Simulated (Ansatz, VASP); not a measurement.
Au in VASP and in Ansatz

INCAR

```
  PREC = Accurate
  ENCUT = 520
  EDIFF = 1E-7
  ISMEAR = 0
  SIGMA = 0.15
  LREAL = False
  LASPH = True
  NELM = 80
  ALGO = Fast
  ISIF = 2
  LWAVE = False
  LCHARG = False
  GGA = PS
  NBANDS = 12
```

Contents of KPOINTS:

```
regular mesh
0
Gamma
  26 26 26
```

File POSCAR:

```
Au
1.0
    0.0000000000      1.9806763535      1.9806763535
    1.9806763535      0.0000000000      1.9806763535
    1.9806763535      1.9806763535      0.0000000000
Au
1
Direct
    0.0000000000      0.0000000000      0.0000000000
```

Input for Ansatz:

```yaml
crystal:
  lattice:
    - [0.0, 1.9806763535, 1.9806763535]
    - [1.9806763535, 0.0, 1.9806763535]
    - [1.9806763535, 1.9806763535, 0.0]
  atoms:
    - { symbol: Au, position: [0.0, 0.0, 0.0] }
basis:
  ecutwfc: 420
kpoints:
  mp_grid: { grid: [26, 26, 26] }
hamiltonian:
  xc: pbesol
scf:
  occupations: { method: gaussian, width: 0.15 }
output:
  forces: true
  stress: true
  eigenvalues: true
```

Change from the starting cell: strain -0.030 along x and y, -0.030 along z, atoms carried along.

Alike in both runs: task single point; functional PBEsol; k mesh 26 × 26 × 26; occupations gaussian, width 0.15 eV; no spin polarisation.

```csv
,VASP,Ansatz
version,VASP 6.6.1,Ansatz 0.2.0
potentials or method,"VASP PAW PBE potentials, release 64 (Au), cutoff 520 eV","scalar-relativistic, plane waves, PAW"
valence electrons in the cell,11,19
```

VASP gave:

- gap on the k mesh at the Fermi level (eV): none
- pressure (GPa): 20.2

Question: What did Ansatz give for the same quantities?

Answer: gap on the k mesh at the Fermi level (eV): none; pressure (GPa): 20.6.

VASP's potentials were made for PBE, not for PBEsol. A gap of «none» marks a metal or a gap that the smearing closes. The functional is the same, so the differences come from potentials, cutoffs and numerics. VASP's potentials hold 11 valence electrons a cell and Ansatz's 19, so a difference there can come from the potentials and not from the codes.

Spin-orbit coupling is off throughout.
